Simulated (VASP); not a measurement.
A run of VASP 6.6.1 is set up as follows.

INCAR

```
SYSTEM = RbBr
ALGO = Normal
DIPOL = 0.5 0.5 0.294
EDIFF = 1E-7
ENCUT = 520
GGA = PE
IDIPOL = 3
ISIF = 2
ISMEAR = 0
LASPH = .True.
LCHARG = .False.
LDIPOL = .True.
LREAL = .False.
LWAVE = .False.
NBANDS = 15
NELM = 100
PREC = Accurate
SIGMA = 0.02
```

The input KPOINTS:

```
k-points
0
Gamma
  4 4 1
  0 0 0
```

POSCAR

```
RbBr
1.0
    8.3219162470      0.0000000000      0.0000000000
    0.0000000000      6.3528643039      0.0000000000
    0.0000000000      0.0000000000     23.8000000000
Rb Br
1 1
Direct
    0.0000000000      0.0000000000      0.2941176471
    0.0000000000      0.5000000000      0.2941176471
```

Potentials or basis: VASP PAW PBE potentials, release 64 (Rb_sv, Br).

Launch:

```bash
$ cat potpaw_PBE.64/Rb_sv/POTCAR potpaw_PBE.64/Br/POTCAR > POTCAR
$ mpirun -np 1 vasp_std > vasp.out
```

(1) Predict the band gap on the k mesh.

Results:

(1) 3.95 eV, direct.
